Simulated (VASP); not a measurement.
Wanted: the native input for a VASP 6.6.1 run.

```yaml
Task: single point
Functional: r2SCAN
Potentials_or_basis: VASP PAW PBE potentials, release 64 (Mo_sv, S)
Cutoff: 520 eV
k_mesh: 7 × 7 × 3
Occupations: fermi-dirac, width 0.1 eV
Spin: no spin polarisation
Dipole_correction: no
Further_INCAR_settings: ALGO = Normal; EDIFF = 1e-06; NBANDS = 20
```

MoS2:

```
Mo S
1.0
     3.22746    0.00000    0.00000
    -1.61373    2.79507    0.00000
     0.00000    0.00000    6.31247
Mo S
1 2
Cartesian
  1.6223 2.7305 3.0975
  -0.0191 1.8515 1.6208
  1.5324 0.9281 4.7855
```

These files were run (other wordings do the same):

POSCAR

```
MoS2
1.0
    3.2274600000      0.0000000000      0.0000000000
   -1.6137300000      2.7950700000      0.0000000000
    0.0000000000      0.0000000000      6.3124700000
Mo S
1 2
Direct
    0.9911100000      0.9768900000      0.4907000000
    0.3253000000      0.6624100000      0.2567600000
    0.6408221823      0.3320543647      0.7581100000
```

INCAR.step1

```
SYSTEM = MoS2
  PREC = Accurate
  ENCUT = 520
  ISMEAR = -1
  SIGMA = 0.1
  LREAL = .False.
  LASPH = .True.
  NELM = 60
  NBANDS = 20
  GGA = PE
  ALGO = Normal
  EDIFF = 1E-4
  LWAVE = .True.
  LCHARG = .False.
```

INCAR.step2

```
SYSTEM = MoS2
  PREC = Accurate
  ENCUT = 520
  EDIFF = 1E-6
  ISMEAR = -1
  SIGMA = 0.1
  LREAL = .False.
  LASPH = .True.
  NELM = 60
  ALGO = Normal
  ISIF = 2
  LWAVE = .False.
  LCHARG = .False.
  METAGGA = R2SCAN
  LMIXTAU = .True.
  NBANDS = 20
  ISTART = 1
```

KPOINTS

```
Automatic mesh
0
Gamma
  7 7 3
  0 0 0
```

Potentials or basis: VASP PAW PBE potentials, release 64 (Mo_sv, S).

Run with:

```sh
$ cat potpaw_PBE.64/Mo_sv/POTCAR potpaw_PBE.64/S/POTCAR > POTCAR
$ cp INCAR.step1 INCAR
$ mpirun -np 1 vasp_std > vasp.out
$ cp INCAR.step2 INCAR
$ mpirun -np 1 vasp_std > vasp.out
```

Results of the run:

```yaml
Pressure: -2.0 GPa
Largest_force: 2.228 eV/Å
Band_gap_on_the_k_mesh: zero (bands 13 and 14 overlap by 0.45 eV)
```

Caveat: the PAW data sets were made with another functional, which shifts forces and pressure a little.

It took 100 s on 1 thread of Intel(R) Xeon(R) Platinum 8488C (Sapphire Rapids) (shared host), peak memory 0.22 GiB.
